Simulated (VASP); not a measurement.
A run of VASP 6.6.1 is set up as follows.

INCAR

```
ALGO     = Normal         # electronic algorithm
EDIFF    = 1E-7           # SCF threshold, eV
ENCUT    = 520            # plane-wave cutoff, eV
GGA      = PE             # functional
ISIF     = 2              # what is computed and relaxed
ISMEAR   = 0              # smearing method
LASPH    = T              # aspherical terms in the spheres
LCHARG   = F              # write CHGCAR
LREAL    = F              # projectors in reciprocal space
LWAVE    = F              # write WAVECAR
NBANDS   = 26             # bands
NELM     = 80             # most SCF steps
PREC     = Accurate       # precision mode
SIGMA    = 0.05           # smearing width, eV
```

KPOINTS

```
k-points
0
Gamma
  9 9 4
```

The input POSCAR:

```
ZnS
1.0
    3.8455587354      0.0000000000      0.0000000000
   -1.9227793677      3.3303515566      0.0000000000
    0.0000000000      0.0000000000      6.3037246812
Zn S
2 2
Direct
    0.2725616773      0.6470591271      0.0052003729
    0.7274383227      0.3529408729      0.5052003729
    0.3824428905      0.6825115136      0.3797996271
    0.6175571095      0.3174884864      0.8797996271
```

Potentials or basis: VASP PAW PBE potentials, release 64 (Zn, S).

Launch:

```console
$ cat potpaw_PBE.64/Zn/POTCAR potpaw_PBE.64/S/POTCAR > POTCAR
$ mpirun -np 1 vasp_std > vasp.out
```

Task: What does it give for the band gap on the k mesh?

Result: 1.96 eV.

Task: Predict the pressure.

Result: -0.2 GPa.

Task: What does it give for the largest force?

Result: 0.295 eV/Å.

Stress tensor (GPa, compression positive):
```
-0.18 -0.44  0.00
-0.44  0.27  0.00
 0.00  0.00 -0.55
```

Caveat: the cell differs from its parent crystal (atoms displaced along several vibrational modes).
